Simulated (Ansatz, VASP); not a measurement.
# One calculation of Sr, two programs

```
Sr
1.0
     0.00000    3.12043    3.12043
     3.12043    0.00000    3.12043
     3.12043    3.12043    0.00000
Sr
1
Direct
  0.00000 0.00000 0.00000
```

Alike in both runs: task single point; functional RPBE; k mesh 15 × 15 × 15; occupations fermi-dirac, width 0.1 eV; no spin polarisation.

```csv
,VASP,Ansatz
version,VASP 6.6.1,Ansatz 0.2.0
potentials or method,"VASP PAW PBE potentials, release 64 (Sr_sv), cutoff 520 eV","plane waves (420 eV) with PAW, scalar-relativistic"
valence electrons in the cell,10,10
```

|  | VASP | Ansatz | Ansatz less VASP |
| --- | --- | --- | --- |
| pressure (GPa) | -0.4 | -0.4 | -0.01 |

VASP's potentials were made for PBE, not for RPBE.
